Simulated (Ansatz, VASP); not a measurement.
# Ca in VASP and in Ansatz

File INCAR:

```
SYSTEM = Ca
PREC = Accurate
ENCUT = 520
EDIFF = 1E-6
ISMEAR = 0
SIGMA = 0.15
LREAL = .False.
LASPH = .True.
NELM = 100
ALGO = Normal
ISIF = 2
LWAVE = .False.
LCHARG = .False.
GGA = PS
NBANDS = 11
```

KPOINTS

```
Automatic mesh
0
Gamma
  14 14 14
  0 0 0
```

Contents of POSCAR:

```
Ca
1.0
    0.0000000000      2.8361130000      2.8780260000
    2.8361130000      0.0000000000      2.8780260000
    2.8361130000      2.8361130000      0.0000000000
Ca
1
Direct
    0.0000000000      0.0000000000      0.0000000000
```

Input for Ansatz:

```yaml
crystal:
  lattice:
    - [0.0, 2.836113, 2.878026]
    - [2.836113, 0.0, 2.878026]
    - [2.836113, 2.836113, 0.0]
  atoms:
    - { symbol: Ca, position: [0.0, 0.0, 0.0] }
basis:
  ecutwfc: 420
kpoints:
  mp_grid: { grid: [14, 14, 14] }
hamiltonian:
  xc: pbesol
scf:
  occupations: { method: gaussian, width: 0.15 }
output:
  forces: true
  stress: true
  eigenvalues: true
```

Change from the starting cell: strain +0.015 along x and y, +0.030 along z, atoms carried along.

Alike in both runs: task single point; functional PBEsol; k mesh 14 × 14 × 14; occupations gaussian, width 0.15 eV; no spin polarisation.

|  | VASP | Ansatz |
| --- | --- | --- |
| version | VASP 6.6.1 | Ansatz 0.2.0 |
| potentials or method | VASP PAW PBE potentials, release 64 (Ca_sv), cutoff 520 eV | scalar-relativistic, plane waves, PAW |
| valence electrons in the cell | 10 | 10 |

```tsv
	VASP	Ansatz	Ansatz less VASP
gap on the k mesh at the Fermi level (eV)	none	none	-
pressure (GPa)	-1.9	-1.9	+0.01
traceless stress, the component that is largest in VASP (GPa)	-0.08	-0.08	0.000
```

VASP's potentials were made for PBE, not for PBEsol. A gap of «none» marks a metal or a gap that the smearing closes.
